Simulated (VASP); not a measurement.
The system is MoS2.

```
CELL_PARAMETERS angstrom
3.15018 0.00000 0.00000
-1.57509 2.72813 0.00000
0.00000 0.00000 6.05438
ATOMIC_POSITIONS crystal
Mo 0.00000 0.00000 0.00000
S 0.66667 0.33333 0.73918
S 0.33333 0.66667 0.26082
```

| Quantity | Value |
| --- | --- |
| Program | VASP 6.6.1 |
| Task | relaxation of cell and atoms |
| Functional | r2SCAN |
| Dispersion | rVV10 |
| Potentials or basis | VASP PAW PBE potentials, release 64 (Mo_sv, S) |
| Cutoff | 600 eV |
| k mesh | 12 × 12 × 4 |
| Occupations | fermi-dirac, width 0.03 eV |
| Spin | no spin polarisation |

At the start: pressure 3.3 GPa; volume 17.34 Å³/atom.

Problem. Where does the relaxation end?

Solution. Over 16 steps the energy falls by 9.2 meV/atom and the volume is 17.85 Å³/atom (+2.9 %); space group P-3m1 (No. 164, to 0.1 Å) before and after.

Step by step:
| step | energy change (eV) | largest force (eV/Å) | pressure (GPa) | volume (Å³) |
| --- | --- | --- | --- | --- |
| 1 | 0.0000 | 0.0543 | 3.25 | 52.03 |
| 2 | 0.0025 | 0.6372 | -4.23 | 54.72 |
| 3 | -0.0151 | 0.2866 | -0.54 | 53.30 |
| 4 | -0.0262 | 0.0610 | -0.11 | 53.63 |
| 5 | -0.0272 | 0.0382 | 0.08 | 53.76 |
| 6 | -0.0273 | 0.0261 | 0.05 | 53.75 |
| 7 | -0.0273 | 0.0043 | -0.15 | 53.80 |
| 8 | -0.0273 | 0.0066 | -0.15 | 53.79 |
| 9 | -0.0273 | 0.0081 | -0.12 | 53.78 |
| 10 | -0.0274 | 0.0107 | -0.12 | 53.73 |
| 11 | -0.0274 | 0.0167 | -0.10 | 53.63 |
| 12 | -0.0274 | 0.0139 | -0.11 | 53.68 |
| 13 | -0.0275 | 0.0228 | 0.03 | 53.60 |
| 14 | -0.0275 | 0.0267 | 0.08 | 53.57 |
| 15 | -0.0275 | 0.0162 | 0.06 | 53.56 |
| 16 | -0.0275 | 0.0029 | 0.02 | 53.54 |

Final structure:
```cif
data_structure
_symmetry_space_group_name_H-M 'P 1'
_symmetry_Int_Tables_number 1
_cell_length_a 3.2212
_cell_length_b 3.2212
_cell_length_c 5.9581
_cell_angle_alpha 90.000
_cell_angle_beta 90.000
_cell_angle_gamma 120.000
_cell_volume 53.54
loop_
_atom_site_label
_atom_site_type_symbol
_atom_site_fract_x
_atom_site_fract_y
_atom_site_fract_z
_atom_site_occupancy
Mo1 Mo 0.00000 0.00000 0.00000 1
S1 S 0.66667 0.33333 0.74042 1
S2 S 0.33333 0.66667 0.25958 1
```

Caveat: the PAW data sets were made with another functional, which shifts forces and pressure a little.
